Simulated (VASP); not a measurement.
# Rh (P6_3/mmc) in VASP: notebook

Rh is run at these levels: PBEsol; tasks: single point.

All numbers are computed with VASP 6.6.1; they aren't measurements. Logs are shortened: lines on timing, memory, paths and dates and some standing lists are left out, and cuts for length are marked.

**1. The cell of the first run**

Symmetry: P6_3/mmc, No. 194, hexagonal system. The conventional cell has a = 2.675 Å, b = 2.675 Å, c = 4.338 Å, α = 90.00°, β = 90.00°, γ = 120.00°. Within 3.5 Å of Rh (site symmetry -6m2) lie 12 Rh at 2.66 to 2.68 Å.

This isn't the form of Rh at room conditions, which is fcc.

**2. Single point, PBEsol**

Input file INCAR:

```
SYSTEM = Rh
PREC = Accurate
ENCUT = 520
EDIFF = 1E-7
ISMEAR = -1
SIGMA = 0.05
LREAL = .FALSE.
LASPH = .TRUE.
NELM = 80
ALGO = Normal
ISIF = 2
LWAVE = .FALSE.
LCHARG = .TRUE.
GGA = PS
LELF = .TRUE.
LVHAR = .TRUE.
NBANDS = 22
```

Input file KPOINTS:

```
Automatic mesh
0
G
  12 12 7
  0 0 0
```

Input file POSCAR:

```
Rh
1.0
    2.6752290916      0.0000000000      0.0000000000
   -1.3376150356      2.3168161670      0.0000000000
    0.0000000000      0.0000000000      4.3380863070
Rh
2
Direct
    0.6666666667      0.3333333333      0.7500000000
    0.3333333333      0.6666666667      0.2500000000
```

Potentials or basis: VASP PAW PBE potentials, release 64 (Rh_pv).

The run is started by

```
> cat potpaw_PBE.64/Rh_pv/POTCAR > POTCAR
> mpirun -np 1 vasp_std > vasp.out
```

OUTCAR:

```text
SYSTEM = Rh
   PREC = Accurate
   ENCUT = 520
   EDIFF = 1E-7
   ISMEAR = -1
   LREAL = .FALSE.
   LASPH = .TRUE.
   NELM = 80
   ISIF = 2
   GGA = PS

 ion  position               nearest neighbor table
   1  0.667  0.333  0.750-   2 2.66   2 2.66   2 2.66   2 2.66   2 2.66   2 2.66
   2  0.333  0.667  0.250-   1 2.66   1 2.66   1 2.66   1 2.66   1 2.66   1 2.66

  LATTYP: Found a hexagonal cell.
 ALAT       =     2.6752290916
 C/A-ratio  =     1.6215756328

  Lattice vectors:

 A1 = (   2.6752290916,   0.0000000000,   0.0000000000)
 A2 = (  -1.3376150356,   2.3168161670,   0.0000000000)
 A3 = (   0.0000000000,   0.0000000000,   4.3380863070)

Analysis of symmetry for initial positions (statically):
=====================================================================
 Subroutine PRICEL returns:
 Original cell was already a primitive cell.

 Routine SETGRP: Setting up the symmetry group for a
 hexagonal supercell.

 Subroutine GETGRP returns: Found 24 space group operations
 (whereof 12 operations were pure point group operations)
 out of a pool of 24 trial point group operations.

The static configuration has the point symmetry D_3d.
 The point group associated with its full space group is D_6h.

Analysis of symmetry for dynamics (positions and initial velocities):
=====================================================================
 Subroutine PRICEL returns:
 Original cell was already a primitive cell.

 Routine SETGRP: Setting up the symmetry group for a
 hexagonal supercell.

 Subroutine GETGRP returns: Found 24 space group operations
 (whereof 12 operations were pure point group operations)
 out of a pool of 24 trial point group operations.

The dynamic configuration has the point symmetry D_3d.
 The point group associated with its full space group is D_6h.

 Subroutine INISYM returns: Found 24 space group operations
 (whereof 12 operations are pure point group operations),
 and found     1 'primitive' translations

----------------------------------------------------------------------------------------

                                     Primitive cell

  volume of cell :      26.8875

  direct lattice vectors                    reciprocal lattice vectors
     2.675229092  0.000000000  0.000000000     0.373799763  0.215813490  0.000000000
    -1.337615036  2.316816167  0.000000000     0.000000000  0.431626822  0.000000000
     0.000000000  0.000000000  4.338086307     0.000000000  0.000000000  0.230516391

  length of vectors
[... 80 lines left out ...]
   ENCUT  =  520.0 eV  38.22 Ry    6.18 a.u.   4.97  4.97  8.07*2*pi/ulx,y,z
   NELM   =     80;   NELMIN=  2; NELMDL= -5     # of ELM steps
   EDIFF  = 0.1E-06   stopping-criterion for ELM
   LREAL  =      F    real-space projection
   EDIFFG = 0.1E-05   stopping-criterion for IOM
   NSW    =      0    number of steps for IOM
   IBRION =     -1    ionic relax: 0-MD 1-quasi-New 2-CG
   NFREE  =      0    steps in history (QN), initial steepest desc. (CG)
   ISIF   =      2    stress and relaxation
   ISYM   =      2    0-nonsym 1-usesym 2-fastsym
   POTIM  = 0.5000    time-step for ionic-motion
   TEBEG  =    0.0;   TEEND  =   0.0 temperature during run
   PSTRESS=    0.0 pullay stress
   NELECT =      30.0000    total number of electrons
   NUPDOWN=      -1.0000    fix difference up-down
   EMIN   =  10.00;   EMAX   =-10.00  energy-range for DOS
   EFERMI =   0.00;   METHOD = LEGACY
   ISMEAR =    -1;   SIGMA  =   0.05  broadening in eV -4-tet -1-fermi 0-gaus
   EFERMI_NEDOS =   21; number of points for ismear=-14 and -15
   IALGO  =     38    algorithm
   IMIX   =      4    mixing-type and parameters
     AMIX     =   0.40;   BMIX     =  1.00
     AMIX_MAG =   1.60;   BMIX_MAG =  1.00
  volume/ion in A,a.u.               =      13.44        90.72
  Fermi-wavevector in a.u.,A,eV,Ry     =   1.697976  3.208710 39.227285  2.883124
  Thomas-Fermi vector in A             =   2.778560
   LORBIT       =      0    0 simple, 1 ext, 2 COOP (PROOUT), +10 PAW based schemes
   GGA     = PS    functional components
   LHFCALC =     F    Hartree Fock is set to
   AEXX    =    0.0000 exact exchange contribution
   IVDW    =     0    specifies the selected vdW correction
   LEPSILON=     F    determine dielectric tensor
   LRPA    =     F    only Hartree local field effects (RPA)
 non-spin polarized calculation
  energy-cutoff  :      520.00
  volume of cell :       26.89
 maximum number of plane-waves:       744
 NGX is ok and might be reduce to    20
   NGX =  9   NGY =  9   NGZ = 17

 number of electron      30.0000000 magnetization

 Free energy of the ion-electron system (eV)
  ---------------------------------------------------
  ext. energy  EPLUGINS =         0.00000000
  ---------------------------------------------------
  free energy    TOTEN  =       -16.20768900 eV

  energy without entropy =      -16.18168326  energy(sigma->0) =      -16.19468613

 E-fermi :  12.2855     XC(G=0): -14.3620

 val. band max:       12.2778062840   @ k =   0.4167   0.1667   0.1429
 cond. band min:      12.2970672873   @ k =   0.0833  -0.0000   0.4286
 fundamental gap:      0.0192610033
 Fermi energy:        12.2854801962

 k-point     1 :       0.0000    0.0000    0.0000
  band No.  band energies     occupation
      1     -35.0027      2.00000
      2     -34.2955      2.00000
      3     -34.2955      2.00000
      4     -34.1929      2.00000
      5     -34.1814      2.00000
      6     -34.1814      2.00000
[... 589 lines left out ...]
     21      27.8578      0.00000
     22      27.9783      0.00000

 [... further k-points ...]

------------------------ aborting loop because EDIFF is reached ----------------------------------------

  FORCE on cell =-STRESS in cart. coord.  units (eV):
  Direction    XX          YY          ZZ          XY          YZ          ZX
  --------------------------------------------------------------------------------------
  -------------------------------------------------------------------------------------
  Total        0.3993227      0.3993227      0.3716306     -0.0000001      0.0000000      0.0000000
  in kB       23.7948987     23.7948948     22.1447756     -0.0000050      0.0000000      0.0000000
  external PRESSURE =      23.2448564 kB  Pullay stress =       0.0000000 kB

 VOLUME and BASIS-vectors are now :
 -----------------------------------------------------------------------------
  energy-cutoff  :      520.00
  volume of cell :       26.89
      direct lattice vectors                 reciprocal lattice vectors
     2.675229092  0.000000000  0.000000000     0.373799763  0.215813490  0.000000000
    -1.337615036  2.316816167  0.000000000     0.000000000  0.431626822  0.000000000
     0.000000000  0.000000000  4.338086307     0.000000000  0.000000000  0.230516391

 POSITION                                       TOTAL-FORCE (eV/Angst)
 -----------------------------------------------------------------------------------
      1.33761      0.77227      3.25356         0.000000     -0.000000      0.000000
     -0.00000      1.54454      1.08452        -0.000000      0.000000      0.000000
 -----------------------------------------------------------------------------------
    total drift:                               -0.000000      0.000000     -0.000000

  FREE ENERGIE OF THE ION-ELECTRON SYSTEM (eV)
  ---------------------------------------------------
  free  energy   TOTEN  =       -16.2076889965 eV

  energy  without entropy=      -16.1816832554  energy(sigma->0) =      -16.19468613
```

OSZICAR:

```text
N       E                     dE             d eps       ncg     rms          rms(c)
DAV:   1     0.327712310903E+03    0.32771E+03   -0.19110E+04  3360   0.159E+03
DAV:   2    -0.101599254303E+02   -0.33787E+03   -0.32586E+03  3470   0.477E+02
DAV:   3    -0.173930410875E+02   -0.72331E+01   -0.71933E+01  3944   0.786E+01
DAV:   4    -0.174394757930E+02   -0.46435E-01   -0.46431E-01  3726   0.638E+00
DAV:   5    -0.174401900386E+02   -0.71425E-03   -0.71423E-03  3992   0.811E-01    0.167E+01
DAV:   6    -0.162620316422E+02    0.11782E+01   -0.26343E+00  3710   0.175E+01    0.539E+00
DAV:   7    -0.162165229511E+02    0.45509E-01   -0.66350E-02  3890   0.234E+00    0.232E+00
DAV:   8    -0.162084666276E+02    0.80563E-02   -0.12183E-02  3554   0.129E+00    0.519E-01
DAV:   9    -0.162076782083E+02    0.78842E-03   -0.62594E-04  3818   0.306E-01    0.426E-02
DAV:  10    -0.162076891875E+02   -0.10979E-04   -0.70110E-06  4028   0.254E-02    0.116E-02
DAV:  11    -0.162076893881E+02   -0.20062E-06   -0.14565E-06  3890   0.128E-02    0.126E-03
DAV:  12    -0.162076889829E+02    0.40525E-06   -0.39054E-08  2272   0.227E-03    0.283E-04
DAV:  13    -0.162076889965E+02   -0.13652E-07   -0.36860E-09  1876   0.537E-04
   1 F= -.16207689E+02 E0= -.16194686E+02  d E =-.260057E-01
```

stdout:

```text
POSCAR found type information on POSCAR Rh
 POSCAR found :  1 types and       2 ions
 scaLAPACK will be used
 -----------------------------------------------------------------------------
|                                                                             |
|                                                                             |
|     You enforced a specific xc type in the INCAR file but a different       |
|     I HOPE YOU KNOW WHAT YOU ARE DOING!                                     |
|                                                                             |
 -----------------------------------------------------------------------------

 LDA part: xc-table for (Slater+PW92), standard interpolation
 POSCAR, INCAR and KPOINTS ok, starting setup
 FFT: planning ... GRIDC
 FFT: planning ... GRID_SOFT
 FFT: planning ... GRID
 WAVECAR not read
 entering main loop
```

Wall time 22 s (1 thread of Intel Xeon Platinum 8488C (Sapphire Rapids), shared host); peak memory 0.16 GiB.

What came out:

* Free energy: -16.2077 eV
* Pressure: 2.3 GPa
* Band gap on the k mesh: zero (bands 15 and 16 overlap by 2.53 eV)

Caveat: the PAW data sets were made with another functional, which shifts forces and pressure a little.

**3. Single point, PBEsol**

This run uses another cell than the first one, of 13.87 Å³/atom.

Input file INCAR:

```
ALGO     = Normal         # electronic algorithm
EDIFF    = 1E-6           # SCF threshold, eV
ENCUT    = 520            # plane-wave cutoff, eV
GGA      = PS             # functional
ISIF     = 2              # what is computed and relaxed
ISMEAR   = -1             # smearing method
LASPH    = T              # aspherical terms in the spheres
LCHARG   = F              # write CHGCAR
LREAL    = F              # projectors in reciprocal space
LWAVE    = F              # write WAVECAR
NBANDS   = 22             # bands
NELM     = 100            # most SCF steps
PREC     = Accurate       # precision mode
SIGMA    = 0.05           # smearing width, eV
```

Input file KPOINTS:

```
k-points
0
Gamma
  12 12 7
```

Input file POSCAR:

```
Rh
1.0
    2.7033914674      0.0000000000      0.0000000000
   -1.3516962286      2.3412054979      0.0000000000
    0.0000000000      0.0000000000      4.3837537293
Rh
2
Direct
    0.6666666667      0.3333333333      0.7500000000
    0.3333333333      0.6666666667      0.2500000000
```

Potentials or basis: VASP PAW PBE potentials, release 64 (Rh_pv).

The run is started by

```
> cat potpaw_PBE.64/Rh_pv/POTCAR > POTCAR
> mpirun -np 1 vasp_std > vasp.out
```

OUTCAR:

```text
EDIFF = 1E-6
   ENCUT = 520
   GGA = PS
   ISIF = 2
   ISMEAR = -1
   LASPH = T
   LREAL = F
   NELM = 100
   PREC = Accurate

 ion  position               nearest neighbor table
   1  0.667  0.333  0.750-   2 2.69   2 2.69   2 2.69   2 2.69   2 2.69   2 2.69
   2  0.333  0.667  0.250-   1 2.69   1 2.69   1 2.69   1 2.69   1 2.69   1 2.69

  LATTYP: Found a hexagonal cell.
 ALAT       =     2.7033914674
 C/A-ratio  =     1.6215756327

  Lattice vectors:

 A1 = (   2.7033914674,   0.0000000000,   0.0000000000)
 A2 = (  -1.3516962286,   2.3412054979,   0.0000000000)
 A3 = (   0.0000000000,   0.0000000000,   4.3837537293)

Analysis of symmetry for initial positions (statically):
=====================================================================
 Subroutine PRICEL returns:
 Original cell was already a primitive cell.

 Routine SETGRP: Setting up the symmetry group for a
 hexagonal supercell.

 Subroutine GETGRP returns: Found 24 space group operations
 (whereof 12 operations were pure point group operations)
 out of a pool of 24 trial point group operations.

The static configuration has the point symmetry D_3d.
 The point group associated with its full space group is D_6h.

Analysis of symmetry for dynamics (positions and initial velocities):
=====================================================================
 Subroutine PRICEL returns:
 Original cell was already a primitive cell.

 Routine SETGRP: Setting up the symmetry group for a
 hexagonal supercell.

 Subroutine GETGRP returns: Found 24 space group operations
 (whereof 12 operations were pure point group operations)
 out of a pool of 24 trial point group operations.

The dynamic configuration has the point symmetry D_3d.
 The point group associated with its full space group is D_6h.

 Subroutine INISYM returns: Found 24 space group operations
 (whereof 12 operations are pure point group operations),
[... 110 lines left out ...]
   EFERMI =   0.00;   METHOD = LEGACY
   ISMEAR =    -1;   SIGMA  =   0.05  broadening in eV -4-tet -1-fermi 0-gaus
   EFERMI_NEDOS =   21; number of points for ismear=-14 and -15
   IALGO  =     38    algorithm
   IMIX   =      4    mixing-type and parameters
     AMIX     =   0.40;   BMIX     =  1.00
     AMIX_MAG =   1.60;   BMIX_MAG =  1.00
  volume/ion in A,a.u.               =      13.87        93.62
  Fermi-wavevector in a.u.,A,eV,Ry     =   1.680288  3.175284 38.414247  2.823368
  Thomas-Fermi vector in A             =   2.764049
   LORBIT       =      0    0 simple, 1 ext, 2 COOP (PROOUT), +10 PAW based schemes
   GGA     = PS    functional components
   LHFCALC =     F    Hartree Fock is set to
   AEXX    =    0.0000 exact exchange contribution
   IVDW    =     0    specifies the selected vdW correction
   LEPSILON=     F    determine dielectric tensor
   LRPA    =     F    only Hartree local field effects (RPA)
 non-spin polarized calculation
  energy-cutoff  :      520.00
  volume of cell :       27.75
 maximum number of plane-waves:       766
 NGX is ok and might be reduce to    20
   NGX =  9   NGY =  9   NGZ = 17

 number of electron      30.0000004 magnetization

 Free energy of the ion-electron system (eV)
  ---------------------------------------------------
  ext. energy  EPLUGINS =         0.00000000
  ---------------------------------------------------
  free energy    TOTEN  =       -16.19635994 eV

  energy without entropy =      -16.16889674  energy(sigma->0) =      -16.18262834

 E-fermi :  11.6971     XC(G=0): -14.1592

 val. band max:       11.6912808784   @ k =   0.4167   0.1667   0.1429
 cond. band min:      11.7078259393   @ k =   0.0833  -0.0000   0.4286
 fundamental gap:      0.0165450609
 Fermi energy:        11.6970560869

 k-point     1 :       0.0000    0.0000    0.0000
  band No.  band energies     occupation
      1     -35.4478      2.00000
      2     -34.8121      2.00000
      3     -34.8121      2.00000
      4     -34.7213      2.00000
      5     -34.7090      2.00000
      6     -34.7090      2.00000
[... 589 lines left out ...]
     21      27.0046      0.00000
     22      27.2160      0.00000

 [... further k-points ...]

------------------------ aborting loop because EDIFF is reached ----------------------------------------

  FORCE on cell =-STRESS in cart. coord.  units (eV):
  Direction    XX          YY          ZZ          XY          YZ          ZX
  --------------------------------------------------------------------------------------
  -------------------------------------------------------------------------------------
  Total       -1.1139167     -1.1139165     -1.1781666      0.0000002     -0.0000000      0.0000000
  in kB      -64.3233546    -64.3233442    -68.0334781      0.0000136     -0.0000000      0.0000000
  external PRESSURE =     -65.5600590 kB  Pullay stress =       0.0000000 kB

 VOLUME and BASIS-vectors are now :
 -----------------------------------------------------------------------------
  energy-cutoff  :      520.00
  volume of cell :       27.75
      direct lattice vectors                 reciprocal lattice vectors
     2.703391467  0.000000000  0.000000000     0.369905732  0.213565269  0.000000000
    -1.351696229  2.341205498  0.000000000     0.000000000  0.427130383  0.000000000
     0.000000000  0.000000000  4.383753729     0.000000000  0.000000000  0.228115004

 POSITION                                       TOTAL-FORCE (eV/Angst)
 -----------------------------------------------------------------------------------
      1.35170      0.78040      3.28782        -0.000000      0.000000      0.000000
     -0.00000      1.56080      1.09594         0.000000     -0.000000      0.000000
 -----------------------------------------------------------------------------------
    total drift:                               -0.000000      0.000000     -0.000000

  FREE ENERGIE OF THE ION-ELECTRON SYSTEM (eV)
  ---------------------------------------------------
  free  energy   TOTEN  =       -16.1963599408 eV

  energy  without entropy=      -16.1688967407  energy(sigma->0) =      -16.18262834
```

OSZICAR:

```text
N       E                     dE             d eps       ncg     rms          rms(c)
DAV:   1     0.326546277228E+03    0.32655E+03   -0.18905E+04  3352   0.159E+03
DAV:   2    -0.103010040378E+02   -0.33685E+03   -0.32479E+03  3440   0.474E+02
DAV:   3    -0.173982641912E+02   -0.70973E+01   -0.70604E+01  3998   0.776E+01
DAV:   4    -0.174450909891E+02   -0.46827E-01   -0.46823E-01  3666   0.637E+00
DAV:   5    -0.174458283465E+02   -0.73736E-03   -0.73735E-03  4022   0.831E-01    0.154E+01
DAV:   6    -0.162438742057E+02    0.12020E+01   -0.27972E+00  3674   0.178E+01    0.474E+00
DAV:   7    -0.162048901900E+02    0.38984E-01   -0.53764E-02  3920   0.205E+00    0.218E+00
DAV:   8    -0.161970334626E+02    0.78567E-02   -0.10546E-02  3518   0.119E+00    0.454E-01
DAV:   9    -0.161963492533E+02    0.68421E-03   -0.55593E-04  3860   0.287E-01    0.379E-02
DAV:  10    -0.161963598516E+02   -0.10598E-04   -0.64397E-06  3920   0.246E-02    0.937E-03
DAV:  11    -0.161963599408E+02   -0.89204E-07   -0.10573E-06  2500   0.109E-02
   1 F= -.16196360E+02 E0= -.16182628E+02  d E =-.274632E-01
```

stdout:

```text
POSCAR found type information on POSCAR Rh
 POSCAR found :  1 types and       2 ions
 scaLAPACK will be used
 -----------------------------------------------------------------------------
|                                                                             |
|                                                                             |
|     You enforced a specific xc type in the INCAR file but a different       |
|     I HOPE YOU KNOW WHAT YOU ARE DOING!                                     |
|                                                                             |
 -----------------------------------------------------------------------------

 LDA part: xc-table for (Slater+PW92), standard interpolation
 POSCAR, INCAR and KPOINTS ok, starting setup
 FFT: planning ... GRIDC
 FFT: planning ... GRID_SOFT
 FFT: planning ... GRID
 WAVECAR not read
 entering main loop
```

Wall time 21 s (1 thread of Intel Xeon Platinum 8488C (Sapphire Rapids), shared host); peak memory 0.16 GiB.

Results:

```
Free energy            : -16.1964 eV
Pressure               : -6.6 GPa
Band gap on the k mesh : zero (bands 15 and 16 overlap by 2.40 eV)
```

Stress tensor (GPa, compression positive):
```
-6.43  0.00  0.00
 0.00 -6.43  0.00
 0.00  0.00 -6.80
```

Levels at points of the mesh, in eV from the Fermi level:
```csv
k point,band 12,band 13,band 14,band 15,band 16,band 17,band 18,band 19
"(0.00, 0.00, 0.00)",-2.51,-2.51,-1.89,-1.89,0.12,0.12,0.61,8.44
"(0.50, 0.00, 0.00)",-2.25,-2.18,0.42,0.60,0.72,2.97,5.05,10.19
```

Caveat: the cell stands under tension; the PAW data sets were made with another functional, which shifts forces and pressure a little.

[end of part 1 of 2]
